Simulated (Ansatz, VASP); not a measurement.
**Two plane-wave programs on In3GaP4**

The input INCAR:

```
SYSTEM = In3GaP4
PREC = Accurate
ENCUT = 520
EDIFF = 1E-6
ISMEAR = 0
SIGMA = 0.01
LREAL = .FALSE.
LASPH = .TRUE.
NELM = 100
ALGO = Normal
ISIF = 2
LWAVE = .FALSE.
LCHARG = .TRUE.
GGA = PE
LELF = .TRUE.
LVHAR = .TRUE.
NBANDS = 46
```

File KPOINTS:

```
Automatic mesh
0
G
  6 6 6
  0 0 0
```

POSCAR

```
In3GaP4
1.0
   -2.9515234472      2.9515234472      5.8937968266
    2.9515234472     -2.9515234472      5.8937968266
    2.9515234472      2.9515234472     -5.8937968266
Ga P In
1 4 3
Direct
    0.0000000000      0.0000000000      0.0000000000
    0.3563799063      0.3563799063      0.4733745763
    0.1169946699      0.6436200937      0.0000000000
    0.8830053301      0.8830053301      0.5266254237
    0.6436200937      0.1169946699      0.0000000000
    0.7500000000      0.2500000000      0.5000000000
    0.5000000000      0.5000000000      0.0000000000
    0.2500000000      0.7500000000      0.5000000000
```

Input for Ansatz:

```yaml
crystal:
  lattice:
    - [-2.9515234472, 2.9515234472, 5.8937968266]
    - [2.9515234472, -2.9515234472, 5.8937968266]
    - [2.9515234472, 2.9515234472, -5.8937968266]
  atoms:
    - { symbol: Ga, position: [0.0, 0.0, 0.0] }
    - { symbol: P, position: [0.3563799063, 0.3563799063, 0.4733745763] }
    - { symbol: In, position: [0.75, 0.25, 0.5] }
    - { symbol: P, position: [0.1169946699, 0.6436200937, 0.0] }
    - { symbol: In, position: [0.5, 0.5, 0.0] }
    - { symbol: P, position: [0.8830053301, 0.8830053301, 0.5266254237] }
    - { symbol: In, position: [0.25, 0.75, 0.5] }
    - { symbol: P, position: [0.6436200937, 0.1169946699, 0.0] }
kpoints:
  mp_grid: { grid: [6, 6, 6] }
hamiltonian:
  xc: pbe
scf:
  occupations: { method: fixed }
  n_extra_bands: 6
output:
  forces: true
  stress: true
  eigenvalues: true
```

Alike in both runs: task single point; functional PBE; k mesh 6 × 6 × 6; no spin polarisation.

|  | VASP | Ansatz |
| --- | --- | --- |
| version | VASP 6.6.1 | Ansatz 0.2.0 |
| potentials or method | VASP PAW PBE potentials, release 64 (Ga_d, P, In_d) | plane waves, PAW |
| plane-wave cutoff (eV) | 520 | 420 |
| occupations | gaussian, width 0.01 eV | fixed |
| valence electrons in the cell | 72 | 72 |

|  | VASP | Ansatz | Ansatz less VASP |
| --- | --- | --- | --- |
| gap on the k mesh at the Fermi level (eV) | 0.47 | 0.47 | +0.003 |
| pressure (GPa) | -1.7 | -1.7 | +0.03 |
| rms of the force components (eV/Å) | 0.008 | 0.006 | -0.0012 |
